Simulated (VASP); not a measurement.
A run of VASP 6.6.1:

The input INCAR:

```
SYSTEM = LiHf32Si32O128
ALGO = Normal
EDIFF = 1E-6
ENCUT = 520
GGA = PE
ISIF = 2
ISMEAR = -1
LASPH = .TRUE.
LCHARG = .FALSE.
LREAL = Auto
LUSENCCL = .FALSE.
LWAVE = .FALSE.
NBANDS = 712
NELECT = 1218.0
NELM = 100
PREC = Accurate
SIGMA = 0.01
```

Contents of KPOINTS:

```
k-points
0
G
  1 1 1
  0 0 0
```

POSCAR

```
LiHf32Si32O128
1.0
   13.2930558500      0.0000000000      0.0000000000
    0.0000000000     13.2930558500      0.0000000000
    0.0000000000      0.0000000000     12.0294699300
Hf Si O Li
32 32 128 1
Direct
   -0.0001289395      0.0003500324     -0.0001522927
    0.2500697385      0.2498972424      0.2498849922
   -0.0001336788      0.2496613298      0.1248756603
    0.2501172069      0.0002874433      0.3745789321
    0.0000626643      0.0010135367      0.4987297059
    0.2500724467      0.2497799631      0.7499061100
[... 185 lines left out ...]
    0.8426619978      0.7457235651      0.5928757494
    0.8811202730      0.6162619861      0.7303703364
```

Potentials or basis: VASP PAW PBE potentials, release 64 (Hf_pv, Si, O, Li_sv).

Launch:

```bash
$ cat potpaw_PBE.64/Hf_pv/POTCAR potpaw_PBE.64/Si/POTCAR potpaw_PBE.64/O/POTCAR potpaw_PBE.64/Li_sv/POTCAR > POTCAR
$ mpirun -np 1 vasp_gam > vasp.out
```

Hardware: 1 × NVIDIA H100 80GB with 1 thread of AMD EPYC 7R13 Processor (Zen 3), on a shared host.

**Question.** Estimate the wall time of this run.

**Answer.** It took 4.4 min on 1 × NVIDIA H100 80GB with 1 thread of AMD EPYC 7R13 Processor (Zen 3), with other jobs on the host, peak memory 2.5 GiB. Counts: scf iterations 18, k points 1.
